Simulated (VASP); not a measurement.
# NbC (Fm-3m) in VASP: single point with PBE

Aim: the single point of NbC with PBE.

All numbers are computed with VASP 6.6.1; they aren't measurements. Logs are shortened: lines on timing, memory, paths and dates and some standing lists are left out, and cuts for length are marked.

### Step 1. The cell of the first run

Symmetry: Fm-3m, No. 225, cubic system. Conventional cell: a = 4.467 Å, b = 4.467 Å, c = 4.467 Å, α = 90.00°, β = 90.00°, γ = 90.00°. Nb (site symmetry m-3m) has 6 C at 2.23 Å within 3.0 Å. Within 3.0 Å of C (site symmetry m-3m) lie 6 Nb at 2.23 Å.

### Step 2. Single point, PBE, non-collinear spin, typed start, spin-orbit coupling

The input, POSCAR:

```
NbC
1.0
    0.0000000000      2.2336230000      2.2336230000
    2.2336230000      0.0000000000      2.2336230000
    2.2336230000      2.2336230000      0.0000000000
Nb C
1 1
Direct
    0.0000000000      0.0000000000      0.0000000000
    0.5000000000      0.5000000000      0.5000000000
```

The input, INCAR.step1:

```
SYSTEM = NbC
ALGO = Normal
EDIFF = 1E-6
ENCUT = 520
GGA = PE
GGA_COMPAT = .False.
ISIF = 2
ISMEAR = -1
LASPH = .True.
LCHARG = .True.
LMAXMIX = 4
LORBIT = 11
LORBMOM = .True.
LREAL = .False.
LSORBIT = .True.
LWAVE = .False.
MAGMOM = 0.707 0.707 0 0 0 0
NBANDS = 29
NEDOS = 2001
NELM = 200
PREC = Accurate
SIGMA = 0.1
```

The input, KPOINTS.step1:

```
k-points
0
Gamma
  13 13 13
  0 0 0
```

The input, INCAR.step2:

```
SYSTEM = NbC
ALGO = Normal
EDIFF = 1E-6
ENCUT = 520
GGA = PE
GGA_COMPAT = .False.
ICHARG = 11
ISIF = 2
ISMEAR = -5
LASPH = .True.
LCHARG = .False.
LMAXMIX = 4
LORBIT = 10
LORBMOM = .True.
LREAL = .False.
LSORBIT = .True.
LWAVE = .False.
MAGMOM = 0.707 0.707 0 0 0 0
NEDOS = 1001
NELM = 200
PREC = Accurate
SIGMA = 0.1
```

The input, KPOINTS.step2:

```
k-points
0
Gamma
  20 20 20
  0 0 0
```

Potentials or basis: VASP PAW PBE potentials, release 64 (Nb_sv, C).

Run with:

```bash
$ cat potpaw_PBE.64/Nb_sv/POTCAR potpaw_PBE.64/C/POTCAR > POTCAR
$ cp INCAR.step1 INCAR
$ cp KPOINTS.step1 KPOINTS
$ mpirun -np 1 vasp_ncl > vasp.out
$ cp INCAR.step2 INCAR
$ cp KPOINTS.step2 KPOINTS
$ mpirun -np 1 vasp_ncl > vasp.out
```

OUTCAR:

```text
SYSTEM = NbC
   EDIFF = 1E-6
   ENCUT = 520
   GGA = PE
   ICHARG = 11
   ISIF = 2
   ISMEAR = -5
   LASPH = .True.
   LORBIT = 10
   LREAL = .False.
   LSORBIT = .True.
   NELM = 200
   PREC = Accurate

 ion  position               nearest neighbor table
   1  0.000  0.000  0.000-   2 2.23   2 2.23   2 2.23   2 2.23   2 2.23   2 2.23
   2  0.500  0.500  0.500-   1 2.23   1 2.23   1 2.23   1 2.23   1 2.23   1 2.23

  LATTYP: Found a face centered cubic cell.
 ALAT       =     4.4672460000

  Lattice vectors:

 A1 = (   0.0000000000,   2.2336230000,   2.2336230000)
 A2 = (   2.2336230000,   0.0000000000,   2.2336230000)
 A3 = (   2.2336230000,   2.2336230000,   0.0000000000)

Analysis of symmetry for initial positions (statically):
=====================================================================
 Subroutine PRICEL returns:
 Original cell was already a primitive cell.

 Routine SETGRP: Setting up the symmetry group for a
 face centered cubic supercell.

 Subroutine GETGRP returns: Found 48 space group operations
 (whereof 48 operations were pure point group operations)
 out of a pool of 48 trial point group operations.

The static configuration has the point symmetry O_h .

Analysis of symmetry for dynamics (positions and initial velocities):
=====================================================================
 Subroutine PRICEL returns:
 Original cell was already a primitive cell.

 Routine SETGRP: Setting up the symmetry group for a
 face centered cubic supercell.

 Subroutine GETGRP returns: Found 48 space group operations
 (whereof 48 operations were pure point group operations)
 out of a pool of 48 trial point group operations.

The dynamic configuration has the point symmetry O_h .

Analysis of structural, dynamic, and magnetic symmetry:
=====================================================================
 Subroutine PRICEL returns:
 Original cell was already a primitive cell.

 Routine SETGRP: Setting up the symmetry group for a
 face centered cubic supercell.

 Subroutine GETGRP returns: Found  4 space group operations
 (whereof  4 operations were pure point group operations)
 out of a pool of 48 trial point group operations.

The overall configuration has the point symmetry C_2h.

 Subroutine INISYM returns: Found  4 space group operations
 (whereof  4 operations are pure point group operations),
 and found     1 'primitive' translations

----------------------------------------------------------------------------------------

                                     Primitive cell

  volume of cell :      22.2874

  direct lattice vectors                    reciprocal lattice vectors
     0.000000000  2.233623000  2.233623000    -0.223851563  0.223851563  0.223851563
     2.233623000  0.000000000  2.233623000     0.223851563 -0.223851563  0.223851563
     2.233623000  2.233623000  0.000000000     0.223851563  0.223851563 -0.223851563

  length of vectors
     3.158819940  3.158819940  3.158819940     0.387722281  0.387722281  0.387722281

  position of ions in fractional coordinates (direct lattice)
     0.000000000  0.000000000  0.000000000
     0.500000000  0.500000000  0.500000000

  ion indices of the primitive-cell ions
   primitive index   ion index
                 1           1
                 2           2

----------------------------------------------------------------------------------------

 KPOINTS: k-points

Automatic generation of k-mesh.
 Grid dimensions read from file:
 generate k-points for:   20   20   20

 Generating k-lattice:

  Cartesian coordinates                     Fractional coordinates (reciprocal lattice)
    -0.011192578  0.011192578  0.011192578     0.050000000  0.000000000  0.000000000
     0.011192578 -0.011192578  0.011192578     0.000000000  0.050000000  0.000000000
[... 94 lines left out ...]
 maximum number of plane-waves:      1224

 number of electron      17.0000000 magnetization      -0.0000200     -0.0000200     -0.0000000

 Free energy of the ion-electron system (eV)
  ---------------------------------------------------
  ext. energy  EPLUGINS =         0.00000000
  ---------------------------------------------------
  free energy    TOTEN  =       -20.62482052 eV

  energy without entropy =      -20.62482052  energy(sigma->0) =      -20.62482052

 E-fermi :  12.6289     XC(G=0): -13.0955

 val. band max:       12.6616686743   @ k =   0.0000   0.0500   0.0500
 cond. band min:      12.5702923211   @ k =   0.0500   0.0000   0.0000
 fundamental gap:     -0.0913763532
 Fermi energy:        12.6289447005

 k-point     1 :       0.0000    0.0000    0.0000
  band No.  band energies     occupation
      1     -43.1562      1.00000
      2     -43.1562      1.00000
      3     -20.2714      1.00000
      4     -20.2714      1.00000
      5     -18.1750      1.00000
      6     -18.1750      1.00000
[... 637 lines left out ...]
     23      19.6808      0.00000
     24      19.6812      0.00000

 [... further k-points ...]

------------------------ aborting loop because EDIFF is reached ----------------------------------------

  FORCE on cell =-STRESS in cart. coord.  units (eV):
  Direction    XX          YY          ZZ          XY          YZ          ZX
  --------------------------------------------------------------------------------------
  -------------------------------------------------------------------------------------
  Total        0.4451329      0.4451329      0.4451027      0.0000135      0.0000273     -0.0000273
  in kB       31.9993168     31.9993168     31.9971418      0.0009688      0.0019602     -0.0019595
  external PRESSURE =      31.9985918 kB  Pullay stress =       0.0000000 kB

 VOLUME and BASIS-vectors are now :
 -----------------------------------------------------------------------------
  energy-cutoff  :      520.00
  volume of cell :       22.29
      direct lattice vectors                 reciprocal lattice vectors
     0.000000000  2.233623000  2.233623000    -0.223851563  0.223851563  0.223851563
     2.233623000  0.000000000  2.233623000     0.223851563 -0.223851563  0.223851563
     2.233623000  2.233623000  0.000000000     0.223851563  0.223851563 -0.223851563

 POSITION                                       TOTAL-FORCE (eV/Angst)
 -----------------------------------------------------------------------------------
      0.00000      0.00000      0.00000         0.000000      0.000000      0.000000
      2.23362      2.23362      2.23362         0.000000      0.000000      0.000000
 -----------------------------------------------------------------------------------
    total drift:                                0.000000     -0.000000     -0.000000

  FREE ENERGIE OF THE ION-ELECTRON SYSTEM (eV)
  ---------------------------------------------------
  free  energy   TOTEN  =       -20.6248205208 eV

  energy  without entropy=      -20.6248205208  energy(sigma->0) =      -20.62482052

 orbital moment (x)

 # of ion     p       d       tot
 ----------------------------------------
  1         0.000   0.000   0.000
  2         0.000   0.000   0.000
 ----------------------------------------
            0.000   0.000   0.000

 orbital moment (y)

 # of ion     p       d       tot
 ----------------------------------------
  1         0.000   0.000   0.000
  2         0.000   0.000   0.000
 ----------------------------------------
            0.000   0.000   0.000

 orbital moment (z)

 # of ion     p       d       tot
 ----------------------------------------
  1         0.000  -0.000  -0.000
  2         0.000   0.000   0.000
 ----------------------------------------
            0.000  -0.000  -0.000

 Spin-Orbit-Coupling matrix elements

 Ion:    1  E_soc:     -0.1645282
 l=   1
     0.0000000    -0.0258920    -0.0258921
    -0.0258920     0.0000000    -0.0258920
    -0.0258921    -0.0258920     0.0000000
 l=   2
     0.0000000    -0.0003259     0.0000000    -0.0003259    -0.0012034
    -0.0003259     0.0000000    -0.0009026    -0.0003259    -0.0003009
     0.0000000    -0.0009026     0.0000000    -0.0009026     0.0000000
    -0.0003259    -0.0003259    -0.0009026     0.0000000    -0.0003009
    -0.0012034    -0.0003009     0.0000000    -0.0003009     0.0000000
 l=   3
     0.0000000     0.0000000     0.0000000     0.0000000     0.0000000     0.0000000     0.0000000
     0.0000000     0.0000000     0.0000000     0.0000000     0.0000000     0.0000000     0.0000000
     0.0000000     0.0000000     0.0000000     0.0000000     0.0000000     0.0000000     0.0000000
     0.0000000     0.0000000     0.0000000     0.0000000     0.0000000     0.0000000     0.0000000
     0.0000000     0.0000000     0.0000000     0.0000000     0.0000000     0.0000000     0.0000000
     0.0000000     0.0000000     0.0000000     0.0000000     0.0000000     0.0000000     0.0000000
     0.0000000     0.0000000     0.0000000     0.0000000     0.0000000     0.0000000     0.0000000

 Ion:    2  E_soc:     -0.0000850
 l=   1
     0.0000000    -0.0000142    -0.0000142
    -0.0000142     0.0000000    -0.0000142
    -0.0000142    -0.0000142     0.0000000
 l=   2
     0.0000000     0.0000000     0.0000000     0.0000000     0.0000000
     0.0000000     0.0000000     0.0000000     0.0000000     0.0000000
     0.0000000     0.0000000     0.0000000     0.0000000     0.0000000
     0.0000000     0.0000000     0.0000000     0.0000000     0.0000000
     0.0000000     0.0000000     0.0000000     0.0000000     0.0000000
 l=   3
     0.0000000     0.0000000     0.0000000     0.0000000     0.0000000     0.0000000     0.0000000
     0.0000000     0.0000000     0.0000000     0.0000000     0.0000000     0.0000000     0.0000000
     0.0000000     0.0000000     0.0000000     0.0000000     0.0000000     0.0000000     0.0000000
     0.0000000     0.0000000     0.0000000     0.0000000     0.0000000     0.0000000     0.0000000
     0.0000000     0.0000000     0.0000000     0.0000000     0.0000000     0.0000000     0.0000000
     0.0000000     0.0000000     0.0000000     0.0000000     0.0000000     0.0000000     0.0000000
     0.0000000     0.0000000     0.0000000     0.0000000     0.0000000     0.0000000     0.0000000

 total charge

# of ion       s       p       d       tot
------------------------------------------
    1        2.167   6.085   2.393  10.645
    2        0.881   1.537   0.000   2.418
--------------------------------------------------
tot          3.048   7.622   2.393  13.062

 magnetization (x)

# of ion       s       p       d       tot
------------------------------------------
    1        0.000  -0.000  -0.000  -0.000
    2       -0.000   0.000   0.000   0.000
--------------------------------------------------
tot          0.000   0.000  -0.000   0.000

 magnetization (y)

# of ion       s       p       d       tot
------------------------------------------
    1        0.000  -0.000  -0.000  -0.000
    2       -0.000   0.000   0.000   0.000
--------------------------------------------------
tot          0.000   0.000  -0.000   0.000

 magnetization (z)

# of ion       s       p       d       tot
------------------------------------------
    1        0.000   0.000   0.000   0.000
    2        0.000   0.000   0.000   0.000
--------------------------------------------------
tot          0.000   0.000   0.000   0.000
```

Wall time 15 min (1 thread of Intel Xeon 6975P-C (Granite Rapids), shared host); peak memory 1.5 GiB.

What came out:

```
Net moment                                            : 0.00 μB per cell
Valence electrons inside the program's atomic spheres : Nb 10.64; C 2.42
```

Moments on the atoms (μB; x, y, z):
```
Nb  0.00 0.00 0.00
C   0.00 0.00 0.00
```
